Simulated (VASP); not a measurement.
# CdS (Fm-3m) in VASP: further runs

CdS is run at these levels: LDA; tasks: single point.

All numbers are computed with VASP 6.6.1; they aren't measurements. Logs are shortened: lines on timing, memory, paths and dates and some standing lists are left out, and cuts for length are marked.

### 1 The cell of the first run

The structure is cubic, space group Fm-3m (No. 225). Conventional cell: a = 5.506 Å, b = 5.506 Å, c = 5.506 Å, α = 90.00°, β = 90.00°, γ = 90.00°. Cd (site symmetry m-3m) has 6 S at 2.75 Å within 3.6 Å. Within 3.6 Å of S (site symmetry m-3m) lie 6 Cd at 2.75 Å.

### 2 Single point, LDA

INCAR reads:

```
SYSTEM = CdS
PREC = Accurate
ENCUT = 500
EDIFF = 1E-6
ISMEAR = -1
SIGMA = 0.05
LREAL = .FALSE.
LASPH = .TRUE.
NELM = 120
ALGO = Normal
ISIF = 2
LWAVE = .FALSE.
LCHARG = .FALSE.
GGA = CA
NBANDS = 16
GGA_COMPAT = .FALSE.
```

KPOINTS reads:

```
regular mesh
0
G
  5 5 5
  0 0 0
```

POSCAR reads:

```
CdS
1.0
    0.0000000000      2.7532440000      2.7532440000
    2.7532440000      0.0000000000      2.7532440000
    2.7532440000      2.7532440000      0.0000000000
Cd S
1 1
Direct
    0.0000000000      0.0000000000      0.0000000000
    0.5000000000      0.5000000000      0.5000000000
```

Potentials or basis: VASP PAW LDA potentials, release 64 (Cd, S).

On the command line:

```sh
> cat potpaw_LDA.64/Cd/POTCAR potpaw_LDA.64/S/POTCAR > POTCAR
> mpirun -np 1 vasp_std > vasp.out
```

OUTCAR:

```text
SYSTEM = CdS
   PREC = Accurate
   ENCUT = 500
   EDIFF = 1E-6
   ISMEAR = -1
   LREAL = .FALSE.
   LASPH = .TRUE.
   NELM = 120
   ISIF = 2
   GGA = CA

 ion  position               nearest neighbor table
   1  0.000  0.000  0.000-   2 2.75   2 2.75   2 2.75   2 2.75   2 2.75   2 2.75
   2  0.500  0.500  0.500-   1 2.75   1 2.75   1 2.75   1 2.75   1 2.75   1 2.75

  LATTYP: Found a face centered cubic cell.
 ALAT       =     5.5064880000

  Lattice vectors:

 A1 = (   0.0000000000,   2.7532440000,   2.7532440000)
 A2 = (   2.7532440000,   0.0000000000,   2.7532440000)
 A3 = (   2.7532440000,   2.7532440000,   0.0000000000)

Analysis of symmetry for initial positions (statically):
=====================================================================
 Subroutine PRICEL returns:
 Original cell was already a primitive cell.

 Routine SETGRP: Setting up the symmetry group for a
 face centered cubic supercell.

 Subroutine GETGRP returns: Found 48 space group operations
 (whereof 48 operations were pure point group operations)
 out of a pool of 48 trial point group operations.

The static configuration has the point symmetry O_h .

Analysis of symmetry for dynamics (positions and initial velocities):
=====================================================================
 Subroutine PRICEL returns:
 Original cell was already a primitive cell.

 Routine SETGRP: Setting up the symmetry group for a
 face centered cubic supercell.

 Subroutine GETGRP returns: Found 48 space group operations
 (whereof 48 operations were pure point group operations)
 out of a pool of 48 trial point group operations.

The dynamic configuration has the point symmetry O_h .

 Subroutine INISYM returns: Found 48 space group operations
 (whereof 48 operations are pure point group operations),
 and found     1 'primitive' translations

----------------------------------------------------------------------------------------

                                     Primitive cell

  volume of cell :      41.7411

  direct lattice vectors                    reciprocal lattice vectors
     0.000000000  2.753244000  2.753244000    -0.181603955  0.181603955  0.181603955
     2.753244000  0.000000000  2.753244000     0.181603955 -0.181603955  0.181603955
     2.753244000  2.753244000  0.000000000     0.181603955  0.181603955 -0.181603955

  length of vectors
     3.893675005  3.893675005  3.893675005     0.314547277  0.314547277  0.314547277

  position of ions in fractional coordinates (direct lattice)
     0.000000000  0.000000000  0.000000000
     0.500000000  0.500000000  0.500000000

  ion indices of the primitive-cell ions
   primitive index   ion index
                 1           1
                 2           2

----------------------------------------------------------------------------------------

 KPOINTS: regular mesh

Automatic generation of k-mesh.
 Grid dimensions read from file:
 generate k-points for:    5    5    5

 Generating k-lattice:

  Cartesian coordinates                     Fractional coordinates (reciprocal lattice)
    -0.036320791  0.036320791  0.036320791     0.200000000  0.000000000  0.000000000
     0.036320791 -0.036320791  0.036320791     0.000000000  0.200000000  0.000000000
     0.036320791  0.036320791 -0.036320791     0.000000000  0.000000000  0.200000000

  Length of vectors
     0.062909455  0.062909455  0.062909455

  Shift w.r.t. Gamma in fractional coordinates (k-lattice)
     0.000000000  0.000000000  0.000000000

 Subroutine IBZKPT returns following result:
 ===========================================

 Found     10 irreducible k-points:

 Following reciprocal coordinates:
            Coordinates               Weight
  0.000000  0.000000  0.000000      1.000000
  0.200000  0.000000  0.000000      8.000000
  0.400000  0.000000  0.000000      8.000000
  0.200000  0.200000  0.000000      6.000000
  0.400000  0.200000  0.000000     24.000000
 -0.400000  0.200000  0.000000     24.000000
 -0.200000  0.200000  0.000000     12.000000
  0.400000  0.400000  0.000000      6.000000
 -0.400000  0.400000  0.000000     12.000000
 -0.400000  0.400000  0.200000     24.000000
   k-points           NKPTS =     10   k-points in BZ     NKDIM =     10   number of bands    NBANDS=     16
   number of dos      NEDOS =    301   number of ions     NIONS =      2
   total plane-waves  NPLWV =  21952
   dimension x,y,z NGX =    28 NGY =   28 NGZ =   28
   dimension x,y,z NGXF=    56 NGYF=   56 NGZF=   56
   ions per type =               1   1
   NGX,Y,Z   is equivalent  to a cutoff of  11.95, 11.95, 11.95 a.u.
   NGXF,Y,Z  is equivalent  to a cutoff of  23.91, 23.91, 23.91 a.u.
 SYSTEM =  CdS
   PREC   = accura    normal or accurate (medium, high low for compatibility)
   ISTART =      0    job   : 0-new  1-cont  2-samecut
   ICHARG =      2    charge: 1-file 2-atom 10-const
   ISPIN  =      1    spin polarized calculation?
   LNONCOLLINEAR =      F non collinear calculations
   LSORBIT =      F    spin-orbit coupling
   LASPH  =      T    aspherical Exc in radial PAW
   ENCUT  =  500.0 eV  36.75 Ry    6.06 a.u.   7.10  7.10  7.10*2*pi/ulx,y,z
   NELM   =    120;   NELMIN=  2; NELMDL= -5     # of ELM steps
   EDIFF  = 0.1E-05   stopping-criterion for ELM
   LREAL  =      F    real-space projection
   EDIFFG = 0.1E-04   stopping-criterion for IOM
   NSW    =      0    number of steps for IOM
   IBRION =     -1    ionic relax: 0-MD 1-quasi-New 2-CG
   NFREE  =      0    steps in history (QN), initial steepest desc. (CG)
   ISIF   =      2    stress and relaxation
   ISYM   =      2    0-nonsym 1-usesym 2-fastsym
   POTIM  = 0.5000    time-step for ionic-motion
   TEBEG  =    0.0;   TEEND  =   0.0 temperature during run
   PSTRESS=    0.0 pullay stress
   NELECT =      18.0000    total number of electrons
   NUPDOWN=      -1.0000    fix difference up-down
   EMIN   =  10.00;   EMAX   =-10.00  energy-range for DOS
   EFERMI =   0.00;   METHOD = LEGACY
   ISMEAR =    -1;   SIGMA  =   0.05  broadening in eV -4-tet -1-fermi 0-gaus
   EFERMI_NEDOS =   21; number of points for ismear=-14 and -15
   IALGO  =     38    algorithm
   IMIX   =      4    mixing-type and parameters
     AMIX     =   0.40;   BMIX     =  1.00
     AMIX_MAG =   1.60;   BMIX_MAG =  1.00
  volume/ion in A,a.u.               =      20.87       140.84
  Fermi-wavevector in a.u.,A,eV,Ry     =   1.236833  2.337275 20.813583  1.529755
  Thomas-Fermi vector in A             =   2.371425
   LORBIT       =      0    0 simple, 1 ext, 2 COOP (PROOUT), +10 PAW based schemes
   GGA     = CA    functional components
   LHFCALC =     F    Hartree Fock is set to
   AEXX    =    0.0000 exact exchange contribution
   IVDW    =     0    specifies the selected vdW correction
   LEPSILON=     F    determine dielectric tensor
   LRPA    =     F    only Hartree local field effects (RPA)
 non-spin polarized calculation
  energy-cutoff  :      500.00
  volume of cell :       41.74
 maximum number of plane-waves:      1073
   NGX = 15   NGY = 15   NGZ = 15

 number of electron      17.9999990 magnetization

 Free energy of the ion-electron system (eV)
  ---------------------------------------------------
  ext. energy  EPLUGINS =         0.00000000
  ---------------------------------------------------
  free energy    TOTEN  =        -7.16797835 eV

  energy without entropy =       -7.16732712  energy(sigma->0) =       -7.16765274

 E-fermi :   2.8592     XC(G=0): -10.6581

 val. band max:        2.5890101128   @ k =  -0.2000   0.2000   0.0000
 cond. band min:       3.0856759321   @ k =   0.4000   0.4000   0.0000
 fundamental gap:      0.4966658193
 Fermi energy:         2.8591915645

 k-point     1 :       0.0000    0.0000    0.0000
  band No.  band energies     occupation
      1     -10.0757      2.00000
      2      -5.0652      2.00000
      3      -5.0652      2.00000
      4      -5.0621      2.00000
      5      -5.0621      2.00000
      6      -5.0621      2.00000
[... 8 lines left out ...]
     15      13.5723      0.00000
     16      13.5723      0.00000

 k-point     2 :       0.2000    0.0000    0.0000
  band No.  band energies     occupation
      1      -9.7497      2.00000
      2      -5.1682      2.00000
      3      -5.1682      2.00000
      4      -5.1016      2.00000
      5      -4.9947      2.00000
      6      -4.9947      2.00000
[... 8 lines left out ...]
     15      12.9323      0.00000
     16      13.1540      0.00000

 k-point     3 :       0.4000    0.0000    0.0000
  band No.  band energies     occupation
      1      -9.0884      2.00000
      2      -5.3266      2.00000
      3      -5.3266      2.00000
      4      -5.2551      2.00000
      5      -4.8821      2.00000
      6      -4.8821      2.00000
[... 8 lines left out ...]
     15      14.8514      0.00000
     16      14.8514      0.00000

 k-point     4 :       0.2000    0.2000    0.0000
  band No.  band energies     occupation
      1      -9.6845      2.00000
      2      -5.2168      2.00000
      3      -5.1153      2.00000
      4      -5.0285      2.00000
      5      -4.9902      2.00000
      6      -4.9902      2.00000
[... 8 lines left out ...]
     15      15.2053      0.00000
     16      16.0768      0.00000

 k-point     5 :       0.4000    0.2000    0.0000
  band No.  band energies     occupation
      1      -9.2355      2.00000
      2      -5.1722      2.00000
      3      -5.1485      2.00000
      4      -5.1445      2.00000
      5      -4.8860      2.00000
      6      -4.8659      2.00000
[... 8 lines left out ...]
     15      15.9100      0.00000
     16      16.2455      0.00000

 k-point     6 :      -0.4000    0.2000    0.0000
  band No.  band energies     occupation
      1      -8.9922      2.00000
      2      -5.2810      2.00000
      3      -5.2260      2.00000
      4      -5.0934      2.00000
      5      -4.8672      2.00000
      6      -4.7837      2.00000
[... 8 lines left out ...]
     15      14.7022      0.00000
     16      16.0771      0.00000

 k-point     7 :      -0.2000    0.2000    0.0000
  band No.  band energies     occupation
      1      -9.3498      2.00000
      2      -5.2800      2.00000
      3      -5.2338      2.00000
      4      -5.1007      2.00000
      5      -4.9609      2.00000
      6      -4.8637      2.00000
[... 8 lines left out ...]
     15      15.5646      0.00000
     16      15.7415      0.00000

 k-point     8 :       0.4000    0.4000    0.0000
  band No.  band energies     occupation
      1      -9.2271      2.00000
      2      -5.2014      2.00000
      3      -4.9688      2.00000
      4      -4.8313      2.00000
      5      -4.8313      2.00000
      6      -4.5548      2.00000
[... 8 lines left out ...]
     15      16.5141      0.00000
     16      17.7426      0.00000

 k-point     9 :      -0.4000    0.4000    0.0000
  band No.  band energies     occupation
      1      -9.0933      2.00000
      2      -5.1796      2.00000
      3      -5.0784      2.00000
      4      -4.8926      2.00000
      5      -4.8190      2.00000
      6      -4.3138      2.00000
[... 8 lines left out ...]
     15      15.8857      0.00000
     16      17.8284      0.00000

 k-point    10 :      -0.4000    0.4000    0.2000
  band No.  band energies     occupation
      1      -9.0572      2.00000
      2      -5.1962      2.00000
      3      -5.1108      2.00000
      4      -5.0268      2.00000
      5      -4.8304      2.00000
      6      -4.5365      2.00000
[... 8 lines left out ...]
     15      15.4542      0.00000
     16      17.6468      0.00000

------------------------ aborting loop because EDIFF is reached ----------------------------------------

  FORCE on cell =-STRESS in cart. coord.  units (eV):
  Direction    XX          YY          ZZ          XY          YZ          ZX
  --------------------------------------------------------------------------------------
  -------------------------------------------------------------------------------------
  Total       -1.6361192     -1.6361192     -1.6361192      0.0000000     -0.0000000      0.0000000
  in kB      -62.8002556    -62.8002556    -62.8002556      0.0000000     -0.0000000      0.0000000
  external PRESSURE =     -62.8002556 kB  Pullay stress =       0.0000000 kB

 VOLUME and BASIS-vectors are now :
 -----------------------------------------------------------------------------
  energy-cutoff  :      500.00
  volume of cell :       41.74
      direct lattice vectors                 reciprocal lattice vectors
     0.000000000  2.753244000  2.753244000    -0.181603955  0.181603955  0.181603955
     2.753244000  0.000000000  2.753244000     0.181603955 -0.181603955  0.181603955
     2.753244000  2.753244000  0.000000000     0.181603955  0.181603955 -0.181603955

 POSITION                                       TOTAL-FORCE (eV/Angst)
 -----------------------------------------------------------------------------------
      0.00000      0.00000      0.00000         0.000000     -0.000000     -0.000000
      2.75324      2.75324      2.75324         0.000000      0.000000      0.000000
 -----------------------------------------------------------------------------------
    total drift:                                0.000000      0.000000      0.000000

  FREE ENERGIE OF THE ION-ELECTRON SYSTEM (eV)
  ---------------------------------------------------
  free  energy   TOTEN  =        -7.1679783525 eV

  energy  without entropy=       -7.1673271176  energy(sigma->0) =       -7.16765274
```

Run time: 11 s. Hardware: 1 thread of Intel Xeon 8259CL, shared host; peak memory 0.14 GiB.

Results:

| Quantity | Value |
| --- | --- |
| Free energy | -7.1680 eV |
| Pressure | -6.3 GPa |
| Band gap on the k mesh | 0.50 eV (least direct gap 1.30 eV) |

Caveat: the cell stands under tension; an odd mesh through Γ misses points on the zone boundary, where band edges can lie.

### 3 Single point, LDA

INCAR reads:

```
SYSTEM = CdS
  ALGO = Normal
  EDIFF = 1E-6
  ENCUT = 500
  GGA = CA
  GGA_COMPAT = .False.
  ISIF = 2
  ISMEAR = -1
  LASPH = .True.
  LCHARG = .False.
  LREAL = .False.
  LWAVE = .False.
  NBANDS = 16
  NELM = 120
  PREC = Accurate
  SIGMA = 0.05
```

KPOINTS reads:

```
k-points
0
Gamma
  6 6 6
  0 0 0
```

POSCAR is that of step 2.

Potentials or basis: VASP PAW LDA potentials, release 64 (Cd, S).

On the command line:

```sh
> cat potpaw_LDA.64/Cd/POTCAR potpaw_LDA.64/S/POTCAR > POTCAR
> mpirun -np 1 vasp_std > vasp.out
```

Run time: 15 s. Hardware: 1 thread of Intel Xeon 8259CL, shared host; peak memory 0.14 GiB.

It converged, with:

| Item | Value |
| --- | --- |
| Free energy | -7.1889 eV |
| Pressure | -6.4 GPa |

Levels at points of the mesh, in eV from the Fermi level:
```
           k point  band 5  band 6  band 7  band 8  band 9  band 10  band 11  band 12  band 13  band 14
(0.00, 0.00, 0.00)   -7.68   -7.68   -0.80   -0.80   -0.80     0.52     9.08     9.08     9.08    10.94
(0.50, 0.00, 0.00)   -7.48   -7.48   -4.94   -0.09   -0.09     3.25     5.65     5.65     6.38    11.92
(0.50, 0.50, 0.00)   -7.41   -6.76   -4.27   -2.18   -2.18    -0.07     5.88     9.44    10.79    10.79
```

Caveat: the cell stands under tension.
